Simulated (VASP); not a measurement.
Crystal: Os.

```
CELL_PARAMETERS angstrom
2.71479 0.00000 0.00000
-1.35739 2.35107 0.00000
0.00000 0.00000 4.29266
ATOMIC_POSITIONS crystal
Os 0.33333 0.66667 0.25000
Os 0.66667 0.33333 0.75000
```

Base run:

| Item | Value |
| --- | --- |
| Program | VASP 6.6.1 |
| Functional | LDA |
| Potentials or basis | VASP PAW LDA potentials, release 64 (Os) |
| Cutoff | 520 eV |
| k mesh | 18 × 18 × 10 |
| Occupations | fermi-dirac, width 0.05 eV |
| Spin | no spin polarisation |

Its results: band gap on the k mesh zero (band 8 reaches 11.82 eV, above the bottom of band 9 at 7.75 eV); pressure 1.0 GPa.

Q: The run is repeated on the same cell with these changes: potentials or basis from VASP PAW LDA potentials, release 64 (Os) to VASP PAW LDA potentials, release 64 (Os_sv_GW); cutoff from 520 eV to 500 eV; further incar settings from ALGO = Normal; EDIFF = 1e-06; NBANDS = 15 to ALGO = Normal; EDIFF = 1e-06; NBANDS = 23; valence electrons from 16 to 32. What comes out?

A: Band gap on the k mesh zero (band 16 reaches 16.07 eV, above the bottom of band 17 at 11.98 eV); pressure -0.7 GPa.

Caveats: spin-orbit coupling is left out, which moves the levels of the heavy elements.
